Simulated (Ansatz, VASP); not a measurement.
**One calculation of Ti2Al6H, two programs**

File INCAR:

```
  PREC = Accurate
  ENCUT = 520
  EDIFF = 1E-6
  ISMEAR = 0
  SIGMA = 0.1
  LREAL = False
  LASPH = True
  NELM = 60
  ALGO = Normal
  ISIF = 2
  LWAVE = False
  LCHARG = True
  LDIPOL = True
  IDIPOL = 3
  DIPOL = 0.5 0.5 0.308
  GGA = PE
  IVDW = 12
  LELF = True
  LVHAR = True
  LVACPOTAV = True
  NBANDS = 32
```

KPOINTS

```
Automatic mesh
0
Gamma
  6 6 1
```

POSCAR

```
Ti2Al6H
1.0
    5.0241861190      0.0000000000      0.0000000000
    2.1588814530      4.5367033218      0.0000000000
    0.0000000000      0.0000000000     21.2187109014
Al Ti H
6 2 1
Direct
    0.5000000000      0.0000000000      0.1885128658
    0.0000000000      0.5000000000      0.1885128658
    0.0000000000      0.0000000000      0.2517328341
    0.0000000000      0.5000000000      0.3193548961
    0.5000000000      0.0000000000      0.3193548961
    0.5000000000      0.5000000000      0.3826203646
    0.5000000000      0.5000000000      0.2517328341
    0.0000000000      0.0000000000      0.3797002555
    0.6666666667      0.6666666667      0.4863024408
```

Input for Ansatz:

```yaml
crystal:
  lattice:
    - [5.024186119, 0.0, 0.0]
    - [2.158881453, 4.5367033218, 0.0]
    - [0.0, 0.0, 21.2187109014]
  atoms:
    - { symbol: Al, position: [0.5, 0.0, 0.1885128658] }
    - { symbol: Al, position: [0.0, 0.5, 0.1885128658] }
    - { symbol: Ti, position: [0.5, 0.5, 0.2517328341] }
    - { symbol: Al, position: [0.0, 0.0, 0.2517328341] }
    - { symbol: Al, position: [0.0, 0.5, 0.3193548961] }
    - { symbol: Al, position: [0.5, 0.0, 0.3193548961] }
    - { symbol: Ti, position: [0.0, 0.0, 0.3797002555] }
    - { symbol: Al, position: [0.5, 0.5, 0.3826203646] }
    - { symbol: H, position: [0.6666666667, 0.6666666667, 0.4863024408] }
basis:
  ecutwfc: 420
kpoints:
  mp_grid: { grid: [6, 6, 1] }
hamiltonian:
  xc: pbe
  pseudopotentials: { kind: paw, azcp: { folder: soft_1 } }
  dispersion: d3bj
scf:
  occupations: { method: gaussian, width: 0.1 }
output:
  forces: true
  eigenvalues: true
efield:
  axis: 3
  dipole_correction: true
  ramp_width: 0.04
```

Alike in both runs: task single point; functional PBE; dispersion D3(BJ); k mesh 6 × 6 × 1; occupations gaussian, width 0.1 eV; no spin polarisation.

|  | VASP | Ansatz |
| --- | --- | --- |
| version | VASP 6.6.1 | Ansatz 0.2.0 |
| potentials or method | VASP PAW PBE potentials, release 64 (Al, Ti_sv, H), cutoff 520 eV | scalar-relativistic, plane waves, PAW |
| valence electrons in the cell | 43 | 43 |

Ansatz gave:

| Property | Result |
| --- | --- |
| gap on the k mesh at the Fermi level (eV) | none |
| rms of the force components (eV/Å) | 0.385 |
| work function, face that differs most (eV) | 4.16 |

What did VASP give for the same quantities?

gap on the k mesh at the Fermi level (eV): none; rms of the force components (eV/Å): 0.385; work function, face that differs most (eV): 4.17.

A gap of «none» marks a metal or a gap that the smearing closes.
